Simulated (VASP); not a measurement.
Here is a VASP 6.6.1 calculation.

The input INCAR:

```
PREC = Accurate
ENCUT = 500
EDIFF = 1E-6
ISMEAR = 0
SIGMA = 0.02
LREAL = F
LASPH = T
NELM = 120
ALGO = Normal
ISIF = 2
LWAVE = F
LCHARG = F
GGA = PS
NBANDS = 11
GGA_COMPAT = F
```

Contents of KPOINTS:

```
regular mesh
0
Gamma
  10 10 10
```

POSCAR

```
BP
1.0
    0.0000000000      2.2824648627      2.2824648627
    2.2824648627      0.0000000000      2.2824648627
    2.2824648627      2.2824648627      0.0000000000
B P
1 1
Direct
    0.0000000000      0.0000000000      0.0000000000
    0.2500000000      0.2500000000      0.2500000000
```

Potentials or basis: VASP PAW PBE potentials, release 64 (B, P).

Launch:

```console
$ cat potpaw_PBE.64/B/POTCAR potpaw_PBE.64/P/POTCAR > POTCAR
$ mpirun -np 1 vasp_std > vasp.out
```

Question: Estimate the pressure.

Answer: -4.6 GPa.

Question: What does it give for the band gap on the k mesh?

Answer: 1.15 eV, indirect (least direct gap 3.33 eV).

Caveat: the PAW data sets were made with another functional, which shifts forces and pressure a little. A k mesh can miss the band edges.
